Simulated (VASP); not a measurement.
Input of a VASP 6.6.1 run:

The input INCAR:

```
SYSTEM = TiAl27
PREC     = Accurate       ! precision mode
ENCUT    = 520            ! plane-wave cutoff, eV
EDIFF    = 1E-6           ! SCF threshold, eV
ISMEAR   = -1             ! smearing method
SIGMA    = 0.1            ! smearing width, eV
LREAL    = Auto         
LASPH    = .True.         ! aspherical terms in the spheres
NELM     = 60             ! most SCF steps
ALGO     = Normal         ! electronic algorithm
ISIF     = 2              ! what is computed and relaxed
LWAVE    = .False.        ! write WAVECAR
LCHARG   = .False.        ! write CHGCAR
GGA      = PS             ! functional
NBANDS   = 66             ! bands
```

The input KPOINTS:

```
regular mesh
0
Gamma
  1 1 1
  0 0 0
```

The input POSCAR:

```
TiAl27
1.0
    8.5913470000      0.0000000000      0.0000000000
    0.0000000000      8.5913470000      0.0000000000
    0.0000000000      0.0000000000     15.0500000000
Al Ti
27 1
Direct
    0.0000000000      0.0000000000      0.0664451827
    0.3333353897      0.0000000000      0.0664451827
    0.6666707793      0.0000000000      0.0664451827
    0.0000000000      0.3333353897      0.0664451827
    0.3333353897      0.3333353897      0.0664451827
    0.6666707793      0.3333353897      0.0664451827
    0.0000000000      0.6666707793      0.0664451827
    0.3333353897      0.6666707793      0.0664451827
    0.6666707793      0.6666707793      0.0664451827
    0.1769920363      0.1676687020      0.1959601329
    0.4956964257      0.1677967378      0.1860199336
    0.8271112784      0.1859196235      0.2061063123
    0.1388839259      0.4952424806      0.1815215947
    0.4874322967      0.4990253566      0.1937607973
    0.8215824597      0.4932171870      0.1944651163
    0.1274538207      0.8258425600      0.1902591362
    0.5196042018      0.8301026603      0.2044784053
    0.8405317583      0.8612968374      0.2313355482
    0.0057848903      0.0099867925      0.3489700997
    0.2966589523     -0.0067858975      0.3590431894
    0.6111265207      0.0323348597      0.3339401993
   -0.0244897570      0.3175055087      0.3458139535
    0.3199963871      0.3589192707      0.3138073090
    0.6122090052      0.3196006400      0.3456212625
   -0.0226390576      0.6225217070      0.3440465116
    0.3143977306      0.6887162164      0.3602923588
    0.6324386618      0.6292144876      0.3247043189
    0.7763159840      0.8358759110      0.4058538206
```

Potentials or basis: VASP PAW PBE potentials, release 64 (Al, Ti_sv).

The run is started by

```bash
$ cat potpaw_PBE.64/Al/POTCAR potpaw_PBE.64/Ti_sv/POTCAR > POTCAR
$ mpirun -np 1 vasp_gam > vasp.out
```

Problem. Estimate the largest force.

Solution. 1.619 eV/Å.

Problem. Estimate the band gap on the k mesh.

Solution. Zero (an odd number of electrons rules out a gap without spin polarisation).

Forces on the atoms (eV/Å):
```
Al  -0.303  0.289  0.278
Al  -0.294 -0.315  0.006
Al   0.262 -0.185  0.284
Al  -0.157 -0.571 -0.329
Al  -0.180  0.066 -0.406
Al  -0.181 -0.125 -0.002
Al  -0.825  0.034 -0.238
Al  -0.057  0.248  0.036
Al   0.188  0.212  0.131
Al  -0.881 -0.234  0.182
Al   0.195  0.176  0.584
Al  -0.022 -0.791 -0.383
Al   0.783  0.209  1.229
Al   0.223 -0.033 -0.313
Al   0.063  0.450  0.097
Al   1.469  0.208  0.648
Al  -0.554  0.071 -0.175
Al  -1.092 -0.454 -0.212
Al  -0.381  0.139 -0.063
Al   0.783  0.318 -0.135
Al  -0.262 -0.053 -0.451
Al   0.254  0.137 -0.173
Al  -0.673 -0.067 -0.179
Al   0.485  0.673 -0.026
Al  -0.042  0.561 -0.143
Al  -0.016 -0.300 -0.269
Al   0.217 -0.297 -0.083
Ti   0.998 -0.366  0.103
```

Caveat: the k points lie up to 0.73 Å⁻¹ apart, too coarse for converged energies and pressures of a metal; the atoms stand as in a frame of molecular dynamics; there is no dipole correction, which matters where the two faces differ; the PAW data sets were made with another functional, which shifts forces and pressure a little.
